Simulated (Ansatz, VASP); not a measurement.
**Ge15Mo: VASP beside Ansatz**

```xyz
16
Lattice="0.0000 5.6575 5.6575 5.6575 0.0000 5.6575 5.6575 5.6575 0.0000" Properties=species:S:1:pos:R:3 pbc="T T T"
Mo    0.0000    5.6575    5.6575
Ge    8.4863    8.4863   11.3096
Ge    8.4863   11.3096    8.4863
Ge    5.6630    8.4863    8.4863
Ge   11.3096    8.4863    8.4863
Ge    8.4863    5.6630    8.4863
Ge    8.4863    8.4863    5.6630
Ge    5.6575    5.6575    5.6575
Ge    1.4302    1.4302    1.4302
Ge    4.2273    4.2273    1.4302
Ge    4.2273    1.4302    4.2273
Ge    7.0708    4.2443    4.2443
Ge    1.4302    4.2273    4.2273
Ge    4.2443    7.0708    4.2443
Ge    4.2443    4.2443    7.0708
Ge    7.0708    7.0708    7.0708
```

Alike in both runs: task single point; functional PBEsol; k mesh 3 × 3 × 3; occupations gaussian, width 0.05 eV; collinear spin; Hubbard terms Mo d U = 2.0 eV.

```csv
,VASP,Ansatz
version,VASP 6.6.1,Ansatz 0.2.0
potentials or method,"VASP PAW PBE potentials, release 64 (Mo_sv, Ge_d), cutoff 520 eV","scalar-relativistic, plane waves, PAW"
valence electrons in the cell,224,224
```

VASP gave:

- gap on the k mesh at the Fermi level (eV): 0.29
- least direct gap on the mesh (eV): 0.29
- pressure (GPa): 1.3
- rms of the force components (eV/Å): 0.006
- net moment per atom (μB): 0.12
- size of the moment on the site where the two differ most (μB): 1.79

Q: Estimate Ansatz's values.

A: gap on the k mesh at the Fermi level (eV): 0.44; least direct gap on the mesh (eV): 0.46; pressure (GPa): 1.4; rms of the force components (eV/Å): 0.002; net moment per atom (μB): 0.13; size of the moment on the site where the two differ most (μB): 1.47.

VASP's potentials were made for PBE, not for PBEsol. Site moments also hang on the region over which each program counts them. The programs project onto different local orbitals, so the same U acts differently, and such runs can settle in different states. Atom by atom the forces differ by 0.008 eV/Å (rms over components).
